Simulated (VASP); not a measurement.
A run of VASP 6.6.1 is set up as follows.

File INCAR:

```
SYSTEM = KMg6Si
ALGO     = Fast           ! electronic algorithm
EDIFF    = 1E-6           ! SCF threshold, eV
ENCUT    = 520            ! plane-wave cutoff, eV
GGA      = PE             ! functional
ISIF     = 2              ! what is computed and relaxed
ISMEAR   = -1             ! smearing method
LASPH    = .True.         ! aspherical terms in the spheres
LCHARG   = .True.         ! write CHGCAR
LELF     = .True.         ! ELF
LREAL    = .False.        ! projectors in reciprocal space
LVHAR    = .True.       
LWAVE    = .False.        ! write WAVECAR
NBANDS   = 22             ! bands
NELM     = 100            ! most SCF steps
PREC     = Accurate       ! precision mode
SIGMA    = 0.05           ! smearing width, eV
```

File KPOINTS:

```
k-points
0
Gamma
  6 5 5
  0 0 0
```

File POSCAR:

```
KMg6Si
1.0
    4.6374240000      0.0000000000      0.0000000000
    0.0000000000      3.1492620000      7.0915360000
    0.0000000000     -3.1492620000      7.0915360000
K Si Mg
1 1 6
Direct
    0.0121330000      0.7871130000      0.7817510000
    0.4990350000      0.6111560000      0.6184640000
    0.5089330000      0.2033550000      0.1844640000
    0.5055840000      0.6937650000      0.1966350000
    0.5044510000      0.1887160000      0.6981930000
    0.0044550000      0.3552170000      0.3630870000
    0.0023580000      0.8280780000      0.3264820000
   -0.0014790000      0.3262560000      0.8253760000
```

Potentials or basis: VASP PAW PBE potentials, release 64 (K_sv, Si, Mg).

Command:

```bash
$ cat potpaw_PBE.64/K_sv/POTCAR potpaw_PBE.64/Si/POTCAR potpaw_PBE.64/Mg/POTCAR > POTCAR
$ mpirun -np 1 vasp_std > vasp.out
```

Estimate the largest force.

0.256 eV/Å.

Predict the pressure.

-0.1 GPa.

Predict the band gap on the k mesh.

zero (an odd number of electrons rules out a gap without spin polarisation).

Stress tensor (GPa, compression positive):
```
 0.04 -0.01  0.06
-0.01 -0.44  0.11
 0.06  0.11  0.10
```

Caveat: the cell differs from its parent crystal (atoms moved at random).
